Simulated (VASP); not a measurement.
Write the native input for VASP 6.6.1 that does the following.

| Quantity | Value |
| --- | --- |
| Task | relaxation of cell and atoms |
| Functional | PBE |
| Potentials or basis | VASP PAW PBE potentials, release 64 (Ni) |
| Cutoff | 600 eV |
| k mesh | 16 × 16 × 16 |
| Occupations | fermi-dirac, width 0.1 eV |
| Spin | collinear spin, ferromagnetic start |
| Starting moments | [1.0, 1.0] μB |
| Target pressure | 320 GPa |
| Dipole correction | no |
| Further INCAR settings | ALGO = Normal; EDIFF = 1e-06; IBRION = 2; EDIFFG = -0.005; NSW = 32; ISIF = 3 |

The structure of Ni lies in POSCAR:

```
Ni
1.0
    0.0000000000      2.0200464104      2.0200464104
    2.0200464104      0.0000000000      2.0200464104
    2.0200464104      2.0200464104      0.0000000000
Ni
2
Direct
   -0.1250000000     -0.1250000000     -0.1250000000
    0.1250000000      0.1250000000      0.1250000000
```

This isn't the form of Ni at room conditions, which is fcc.

These files were run (other wordings do the same):

INCAR

```
SYSTEM = Ni
PREC = Accurate
ENCUT = 600
EDIFF = 1E-6
ISMEAR = -1
SIGMA = 0.1
LREAL = .False.
LASPH = .True.
NELM = 150
ALGO = Normal
ISIF = 3
LWAVE = .False.
LCHARG = .False.
ISPIN = 2
MAGMOM = 1 1
LORBIT = 11
LMAXMIX = 4
GGA = PE
IBRION = 2
NSW = 32
EDIFFG = -0.005
PSTRESS = 3200.0
```

KPOINTS

```
Automatic mesh
0
Gamma
  16 16 16
  0 0 0
```

Potentials or basis: VASP PAW PBE potentials, release 64 (Ni).

The run is started by

```bash
$ cat potpaw_PBE.64/Ni/POTCAR > POTCAR
$ mpirun -np 1 vasp_std > vasp.out
```

It gave:

```
Relaxed volume                                             : 8.03 Å³/atom
Relaxed cell                                               : a = 2.832 Å, b = 2.832 Å, c = 2.832 Å, α = 60.00°, β = 60.00°, γ = 60.00°
Space group after relaxing (to 0.1 Å)                      : Fd-3m (No. 227)
Energy change on relaxing (the run minimises the enthalpy) : +400.5 meV/atom
Ionic steps                                                : 7
Pressure after relaxing                                    : 320.0 GPa
Band gap on the k mesh                                     : zero (filled and empty bands overlap)
Net moment                                                 : 0.00 μB per cell
```

Caveat: the cell is relaxed towards a set pressure, so the run minimises the enthalpy, not the energy; atoms lie so close that the PAW spheres overlap strongly, which falsifies energies and pressures; the moments typed at the start vanished in this run.

Wall time 3 min on 1 thread of Intel(R) Xeon(R) Platinum 8488C (Sapphire Rapids), on a shared host, peak memory 0.21 GiB.
